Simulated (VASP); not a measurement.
PdPt2Se6, 9 atoms in the cell. The structure is trigonal, space group P-3m1 (No. 164). Conventional cell: a = 3.750 Å, b = 3.750 Å, c = 18.866 Å, α = 90.00°, β = 90.00°, γ = 120.00°. Within 3.3 Å of Pd (site symmetry -3m) lie 6 Se at 2.53 Å. Pt (site symmetry 3m) has 6 Se at 2.53 Å within 3.3 Å. Se (site symmetry 3m) has 3 Pd at 2.53 Å within 3.3 Å. Within 3.3 Å of Se (site symmetry 3m) lie 3 Pt at 2.53 Å. Within 3.3 Å of Se (site symmetry 3m) lie 3 Pt at 2.53 Å. 

| Property | Result |
| --- | --- |
| Program | VASP 6.6.1 |
| Task | single point |
| Functional | PBE |
| Potentials or basis | VASP PAW PBE potentials, release 64 (Pd, Pt, Se) |
| Cutoff | 520 eV |
| k mesh | 6 × 6 × 1 |
| Occupations | gaussian, width 0.1 eV |
| Spin | no spin polarisation |
| Dipole correction | no |
| Further INCAR settings | ALGO = Normal; EDIFF = 1e-06; NBANDS = 43 |

Potentials or basis: VASP PAW PBE potentials, release 64 (Pd, Pt, Se).

Run with:

```console
$ cat potpaw_PBE.64/Pd/POTCAR potpaw_PBE.64/Pt/POTCAR potpaw_PBE.64/Se/POTCAR > POTCAR
$ mpirun -np 1 vasp_std > vasp.out
```

Hardware: 1 thread of Intel(R) Xeon(R) 6975P-C (Granite Rapids), on a shared host.

Problem. How long does it take, and how much memory?

Solution. It took 42 s on 1 thread of Intel(R) Xeon(R) 6975P-C (Granite Rapids) (shared host), peak memory 0.35 GiB. Counts: scf iterations 16, k points 7.
